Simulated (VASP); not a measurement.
# Ir (I4/mmm) in VASP: further runs

The runs below take Ir through single point, with LDA.

Program: VASP 6.6.1. These are calculated values, not measurements. Logs are shortened: lines on timing, memory, paths and dates and some standing lists are left out, and cuts for length are marked.

## (1) The cell of the first run

Symmetry: I4/mmm, No. 139, tetragonal system. Conventional cell: a = 2.419 Å, b = 2.419 Å, c = 4.837 Å, α = 90.00°, β = 90.00°, γ = 90.00°. Within 3.2 Å of Ir (site symmetry 4/mmm) lie 12 Ir at 2.42 to 2.96 Å.

## (2) Single point, LDA

Contents of INCAR:

```
PREC = Accurate
ENCUT = 520
EDIFF = 1E-7
ISMEAR = 0
SIGMA = 0.15
LREAL = False
LASPH = True
NELM = 60
ALGO = Fast
ISIF = 2
LWAVE = False
LCHARG = False
NBANDS = 10
```

Contents of KPOINTS:

```
Automatic mesh
0
Gamma
  24 24 24
```

Contents of POSCAR:

```
Ir
1.0
    0.0000000000      1.7103443674      2.4184269355
    1.7103443674      0.0000000000      2.4184269355
    1.7103443674      1.7103443674      0.0000000000
Ir
1
Direct
    0.0000000000      0.0000000000      0.0000000000
```

Potentials or basis: VASP PAW LDA potentials, release 64 (Ir).

On the command line:

```sh
$ cat potpaw_LDA.64/Ir/POTCAR > POTCAR
$ mpirun -np 1 vasp_std > vasp.out
```

OUTCAR:

```text
PREC = Accurate
   ENCUT = 520
   EDIFF = 1E-7
   ISMEAR = 0
   LREAL = False
   LASPH = True
   NELM = 60
   ISIF = 2

 ion  position               nearest neighbor table
   1  0.000  0.000  0.000-

  LATTYP: Found a body centered tetragonal cell.
 ALAT       =     2.4187922007
 C/A-ratio  =     1.9996979772

  Lattice vectors:

 A1 = (  -1.7103443674,   0.0000000000,   2.4184269355)
 A2 = (   1.7103443674,   0.0000000000,   2.4184269355)
 A3 = (   0.0000000000,   1.7103443674,  -2.4184269355)

Analysis of symmetry for initial positions (statically):
=====================================================================
 Subroutine PRICEL returns:
 Original cell was already a primitive cell.

 Routine SETGRP: Setting up the symmetry group for a
 body centered tetragonal supercell.

 Subroutine GETGRP returns: Found 16 space group operations
 (whereof 16 operations were pure point group operations)
 out of a pool of 16 trial point group operations.

The static configuration has the point symmetry D_4h.

Analysis of symmetry for dynamics (positions and initial velocities):
=====================================================================
 Subroutine PRICEL returns:
 Original cell was already a primitive cell.

 Routine SETGRP: Setting up the symmetry group for a
 body centered tetragonal supercell.

 Subroutine GETGRP returns: Found 16 space group operations
 (whereof 16 operations were pure point group operations)
 out of a pool of 16 trial point group operations.

The dynamic configuration has the point symmetry D_4h.

 Subroutine INISYM returns: Found 16 space group operations
 (whereof 16 operations are pure point group operations),
 and found     1 'primitive' translations

----------------------------------------------------------------------------------------

                                     Primitive cell

  volume of cell :      14.1491

  direct lattice vectors                    reciprocal lattice vectors
     0.000000000  1.710344367  2.418426935    -0.292338788  0.292338788  0.206745961
     1.710344367  0.000000000  2.418426935     0.292338788 -0.292338788  0.206745961
     1.710344367  1.710344367  0.000000000     0.292338788  0.292338788 -0.206745961

  length of vectors
     2.962105112  2.962105112  2.418792201     0.462242173  0.462242173  0.462242173

  position of ions in fractional coordinates (direct lattice)
     0.000000000  0.000000000  0.000000000

  ion indices of the primitive-cell ions
   primitive index   ion index
                 1           1

----------------------------------------------------------------------------------------

 KPOINTS: Automatic mesh

Automatic generation of k-mesh.
 Grid dimensions read from file:
 generate k-points for:   24   24   24

 Generating k-lattice:

  Cartesian coordinates                     Fractional coordinates (reciprocal lattice)
    -0.012180783  0.012180783  0.008614415     0.041666667 -0.000000000  0.000000000
     0.012180783 -0.012180783  0.008614415    -0.000000000  0.041666667  0.000000000
     0.012180783  0.012180783 -0.008614415     0.000000000  0.000000000  0.041666667

  Length of vectors
     0.019260091  0.019260091  0.019260091

  Shift w.r.t. Gamma in fractional coordinates (k-lattice)
     0.000000000  0.000000000  0.000000000

 Subroutine IBZKPT returns following result:
 ===========================================

 Found   1063 irreducible k-points:

 Following reciprocal coordinates:
            Coordinates               Weight
  0.000000  0.000000  0.000000      1.000000
  0.041667  0.000000  0.000000      8.000000
  0.083333 -0.000000  0.000000      8.000000
  0.125000  0.000000  0.000000      8.000000
  0.166667 -0.000000  0.000000      8.000000
  0.208333  0.000000  0.000000      8.000000
[... 16 lines left out ...]
  0.416667  0.041667  0.000000      8.000000
  0.458333  0.041667  0.000000      8.000000
 [... further k-points ...]
   k-points           NKPTS =   1063   k-points in BZ     NKDIM =   1063   number of bands    NBANDS=     10
   number of dos      NEDOS =    301   number of ions     NIONS =      1
   total plane-waves  NPLWV =  10368
   dimension x,y,z NGX =    24 NGY =   24 NGZ =   18
   dimension x,y,z NGXF=    48 NGYF=   48 NGZF=   36
   ions per type =               1
   NGX,Y,Z   is equivalent  to a cutoff of  13.47, 13.47, 12.37 a.u.
   NGXF,Y,Z  is equivalent  to a cutoff of  26.94, 26.94, 24.74 a.u.
 SYSTEM =  unknown system
   PREC   = accura    normal or accurate (medium, high low for compatibility)
   ISTART =      0    job   : 0-new  1-cont  2-samecut
   ICHARG =      2    charge: 1-file 2-atom 10-const
   ISPIN  =      1    spin polarized calculation?
   LNONCOLLINEAR =      F non collinear calculations
   LSORBIT =      F    spin-orbit coupling
   LASPH  =      T    aspherical Exc in radial PAW
   ENCUT  =  520.0 eV  38.22 Ry    6.18 a.u.   5.51  5.51  4.50*2*pi/ulx,y,z
   NELM   =     60;   NELMIN=  2; NELMDL= -5     # of ELM steps
   EDIFF  = 0.1E-06   stopping-criterion for ELM
   LREAL  =      F    real-space projection
   EDIFFG = 0.1E-05   stopping-criterion for IOM
   NSW    =      0    number of steps for IOM
   IBRION =     -1    ionic relax: 0-MD 1-quasi-New 2-CG
   NFREE  =      0    steps in history (QN), initial steepest desc. (CG)
   ISIF   =      2    stress and relaxation
   ISYM   =      2    0-nonsym 1-usesym 2-fastsym
   POTIM  = 0.5000    time-step for ionic-motion
   TEBEG  =    0.0;   TEEND  =   0.0 temperature during run
   PSTRESS=    0.0 pullay stress
   NELECT =       9.0000    total number of electrons
   NUPDOWN=      -1.0000    fix difference up-down
   EMIN   =  10.00;   EMAX   =-10.00  energy-range for DOS
   EFERMI =   0.00;   METHOD = LEGACY
   ISMEAR =     0;   SIGMA  =   0.15  broadening in eV -4-tet -1-fermi 0-gaus
   EFERMI_NEDOS =   21; number of points for ismear=-14 and -15
   IALGO  =     68    algorithm
   IMIX   =      4    mixing-type and parameters
     AMIX     =   0.40;   BMIX     =  1.00
     AMIX_MAG =   1.60;   BMIX_MAG =  1.00
  volume/ion in A,a.u.               =      14.15        95.48
  Fermi-wavevector in a.u.,A,eV,Ry     =   1.407923  2.660589 26.970118  1.982248
  Thomas-Fermi vector in A             =   2.530133
   LORBIT       =      0    0 simple, 1 ext, 2 COOP (PROOUT), +10 PAW based schemes
   GGA     = CA    functional components
   LHFCALC =     F    Hartree Fock is set to
   AEXX    =    0.0000 exact exchange contribution
   IVDW    =     0    specifies the selected vdW correction
   LEPSILON=     F    determine dielectric tensor
   LRPA    =     F    only Hartree local field effects (RPA)
 non-spin polarized calculation
 RMM-DIIS sequential band-by-band and
 Gauss-broadening in eV      SIGMA  =   0.15
  energy-cutoff  :      520.00
  volume of cell :       14.15
 maximum number of plane-waves:       405
 NGX is ok and might be reduce to    24

 number of electron       9.0000000 magnetization

 Free energy of the ion-electron system (eV)
  ---------------------------------------------------
  ext. energy  EPLUGINS =         0.00000000
  ---------------------------------------------------
  free energy    TOTEN  =        -9.20632458 eV

  energy without entropy =       -9.19242972  energy(sigma->0) =       -9.19937715

 E-fermi :  10.2105     XC(G=0): -14.0739

 val. band max:       10.2093660598   @ k =   0.4583   0.0417   0.2500
 cond. band min:      10.2124084519   @ k =  -0.2500   0.3750   0.3333
 fundamental gap:      0.0030423920
 Fermi energy:        10.2105044105

 k-point     1 :       0.0000    0.0000    0.0000
  band No.  band energies     occupation
      1      -0.7361      2.00000
      2       3.3971      2.00000
      3       5.5063      2.00000
      4       8.8532      2.00000
      5       8.8532      2.00000
      6      11.9317      0.00000
      7      24.4118      0.00000
      8      26.5917      0.00000
      9      33.6446      0.00000
     10      33.6446      0.00000

 k-point     2 :       0.0417    0.0000    0.0000
  band No.  band energies     occupation
      1      -0.6527      2.00000
      2       3.4501      2.00000
      3       5.5374      2.00000
      4       8.7528      2.00000
      5       8.8802      2.00000
      6      11.8574      0.00000
      7      24.5339      0.00000
      8      26.7192      0.00000
      9      32.9861      0.00000
     10      33.8067      0.00000

 k-point     3 :       0.0833   -0.0000    0.0000
  band No.  band energies     occupation
      1      -0.4091      2.00000
      2       3.6039      2.00000
      3       5.6307      2.00000
      4       8.4811      2.00000
      5       8.9591      2.00000
      6      11.6453      0.00000
      7      24.8478      0.00000
      8      27.1010      0.00000
      9      31.7094      0.00000
     10      34.2738      0.00000

 k-point     4 :       0.1250    0.0000    0.0000
  band No.  band energies     occupation
      1      -0.0253      2.00000
      2       3.8428      2.00000
      3       5.7808      2.00000
      4       8.1219      2.00000
      5       9.0835      2.00000
      6      11.3258      0.00000
      7      25.2257      0.00000
      8      27.6746      0.00000
      9      30.3665      0.00000
     10      34.2158      0.00000
[... 222 lines left out ...]
 k-point    22 :       0.3750    0.0417    0.0000
  band No.  band energies     occupation
      1       2.3212      2.00000
      2       4.4372      2.00000
      3       7.4964      2.00000
      4       8.9691      2.00000
      5       9.8064      1.99986
      6      10.6623      0.00002
      7      21.2549      0.00000
      8      23.5117      0.00000
      9      32.5235      0.00000
     10      33.4607      0.00000

 k-point    23 :       0.4167    0.0417    0.0000
  band No.  band energies     occupation
      1       2.4247      2.00000
      2       4.3367      2.00000
      3       8.4694      2.00000
      4       8.6993      2.00000
      5      10.3856      0.09873
      6      10.8091      0.00000
      7      20.1047      0.00000
      8      22.8429      0.00000
      9      32.2635      0.00000
     10      34.0168      0.00000

 k-point    24 :       0.4583    0.0417    0.0000
  band No.  band energies     occupation
      1       2.4531      2.00000
      2       4.2920      2.00000
      3       8.4916      2.00000
      4       9.3524      2.00000
      5      10.8007      0.00000
      6      10.9156      0.00000
      7      19.3643      0.00000
      8      22.2609      0.00000
      9      31.5849      0.00000
     10      34.4603      0.00000

 [... further k-points ...]

------------------------ aborting loop because EDIFF is reached ----------------------------------------

  FORCE on cell =-STRESS in cart. coord.  units (eV):
  Direction    XX          YY          ZZ          XY          YZ          ZX
  --------------------------------------------------------------------------------------
  -------------------------------------------------------------------------------------
  Total        5.2775470      5.2775470     -3.2860021      0.0000000      0.0000000     -0.0000000
  in kB      597.6027724    597.6027724   -372.0902776      0.0000000      0.0000000     -0.0000000
  external PRESSURE =     274.3717557 kB  Pullay stress =       0.0000000 kB

 VOLUME and BASIS-vectors are now :
 -----------------------------------------------------------------------------
  energy-cutoff  :      520.00
  volume of cell :       14.15
      direct lattice vectors                 reciprocal lattice vectors
     0.000000000  1.710344367  2.418426935    -0.292338788  0.292338788  0.206745961
     1.710344367  0.000000000  2.418426935     0.292338788 -0.292338788  0.206745961
     1.710344367  1.710344367  0.000000000     0.292338788  0.292338788 -0.206745961

 POSITION                                       TOTAL-FORCE (eV/Angst)
 -----------------------------------------------------------------------------------
      0.00000      0.00000      0.00000         0.000000      0.000000      0.000000
 -----------------------------------------------------------------------------------
    total drift:                               -0.000000      0.000000      0.000000

  FREE ENERGIE OF THE ION-ELECTRON SYSTEM (eV)
  ---------------------------------------------------
  free  energy   TOTEN  =        -9.2063245762 eV

  energy  without entropy=       -9.1924297240  energy(sigma->0) =       -9.19937715
```

Run time: 2.1 min. Hardware: 1 thread of Intel Xeon Platinum 8488C (Sapphire Rapids), shared host; peak memory 0.27 GiB.

Results:

- Free energy: -9.2063 eV
- Pressure: 27.4 GPa

Caveat: spin-orbit coupling is left out, which moves the levels of the heavy elements.

## (3) Single point, LDA

This run uses another cell than the first one, of the same volume but with other edges.

Contents of INCAR:

```
SYSTEM = Ir
  PREC = Accurate
  ENCUT = 520
  EDIFF = 1E-6
  ISMEAR = 0
  SIGMA = 0.15
  LREAL = .False.
  LASPH = .True.
  NELM = 80
  ALGO = Fast
  ISIF = 2
  LWAVE = .False.
  LCHARG = .False.
  GGA = CA
  NBANDS = 10
```

Contents of KPOINTS:

```
regular mesh
0
Gamma
  24 24 24
  0 0 0
```

Contents of POSCAR:

```
Ir
1.0
    0.0000000000      2.0265643084      1.7225796622
    2.0265643084      0.0000000000      1.7225796622
    2.0265643084      2.0265643084      0.0000000000
Ir
1
Direct
    0.0000000000      0.0000000000      0.0000000000
```

Potentials or basis: VASP PAW LDA potentials, release 64 (Ir).

On the command line:

```sh
$ cat potpaw_LDA.64/Ir/POTCAR > POTCAR
$ mpirun -np 1 vasp_std > vasp.out
```

Run time: 2.5 min. Hardware: 1 thread of Intel Xeon Platinum 8488C (Sapphire Rapids), shared host; peak memory 0.27 GiB.

It converged, with:

* Free energy: -10.0702 eV
* Pressure: -1.2 GPa

Stress tensor (GPa, compression positive):
```
-17.04   0.00   0.00
  0.00 -17.04   0.00
  0.00   0.00  30.53
```

Levels at points of the mesh, in eV from the Fermi level:
```
           k point  band 1  band 2  band 3  band 4  band 5  band 6  band 7  band 8
(0.00, 0.00, 0.00)  -11.02   -4.23   -4.23   -2.52   -2.40   -0.16   14.91   18.32
(0.50, 0.00, 0.00)   -8.01   -4.97   -2.59   -0.55    0.29    1.64    7.58   13.59
(0.50, 0.50, 0.00)   -7.66   -7.44    0.98    1.60    1.60    4.37    9.88    9.88
(0.50, 0.00, 0.50)   -7.88   -6.94    0.55    0.56    0.75    2.21    9.31   12.05
```

Caveat: spin-orbit coupling is left out, which moves the levels of the heavy elements.

## (4) Single point, LDA

This run uses another cell than the first one, of the same volume but with other edges.

Contents of INCAR:

```
  ALGO = Fast
  EDIFF = 1E-6
  ENCUT = 520
  GGA = CA
  ISIF = 2
  ISMEAR = 0
  LASPH = T
  LCHARG = F
  LREAL = F
  LWAVE = F
  NBANDS = 10
  NELM = 60
  PREC = Accurate
  SIGMA = 0.15
```

Contents of KPOINTS:

```
k-points
0
Gamma
  24 24 24
```

Contents of POSCAR:

```
Ir
1.0
    0.0000000000      1.8065068646      2.1678082376
    1.8065068646      0.0000000000      2.1678082376
    1.8065068646      1.8065068646      0.0000000000
Ir
1
Direct
    0.0000000000      0.0000000000      0.0000000000
```

On the command line:

```sh
$ cat potpaw_LDA.64/Ir/POTCAR > POTCAR
$ mpirun -np 1 vasp_std > vasp.out
```

Run time: 1.8 min. Hardware: 1 thread of Intel Xeon Platinum 8488C (Sapphire Rapids), shared host; peak memory 0.27 GiB.

It converged, with:

```
Free energy : -9.9697 eV
Pressure    : 3.9 GPa
```

Stress tensor (GPa, compression positive):
```
 24.25   0.00   0.00
  0.00  24.25   0.00
  0.00   0.00 -36.78
```

Levels at points of the mesh, in eV from the Fermi level:
```
           k point  band 1  band 2  band 3  band 4  band 5  band 6  band 7  band 8  band 9
(0.00, 0.00, 0.00)  -11.04   -5.45   -3.02   -2.76   -2.76    0.39   14.96   16.69   21.83
(0.50, 0.00, 0.00)   -8.00   -5.07   -2.71   -0.56    0.49    1.27    7.72   13.15   19.45
(0.50, 0.50, 0.00)   -8.08   -7.35   -0.43    1.33    1.33    1.33    7.42   14.12   14.12
(0.50, 0.00, 0.50)   -7.86   -7.08    0.06    0.40    2.93    3.19   10.11   11.88   12.55
```

Caveat: spin-orbit coupling is left out, which moves the levels of the heavy elements.

## (5) Overview

| cell | further INCAR settings | gap on the mesh (eV) | pressure (GPa) |
| --- | --- | --- | --- |
| a = 2.962, b = 2.962, c = 2.419 Å, angles 65.9, 65.9, 48.2°, 1 atom | ALGO = Fast; EDIFF = 1e-07; NBANDS = 10 | none | 27.4 |
| a = 2.660, b = 2.660, c = 2.866 Å, angles 57.4, 57.4, 65.2°, 1 atom | ALGO = Fast; EDIFF = 1e-06; NBANDS = 10 | none | -1.2 |
| a = 2.822, b = 2.822, c = 2.555 Å, angles 63.1, 63.1, 53.8°, 1 atom | ALGO = Fast; EDIFF = 1e-06; NBANDS = 10 | none | 3.9 |

Alike in all rows: task single point; level LDA; potentials or basis VASP PAW LDA potentials, release 64 (Ir); no spin polarisation; k mesh 24 × 24 × 24; cutoff (eV) 520; smearing gaussian 0.15 eV.

Caveats: spin-orbit coupling is left out, which moves the levels of the heavy elements.

Absolute energies hang on the potentials; compare differences alone.
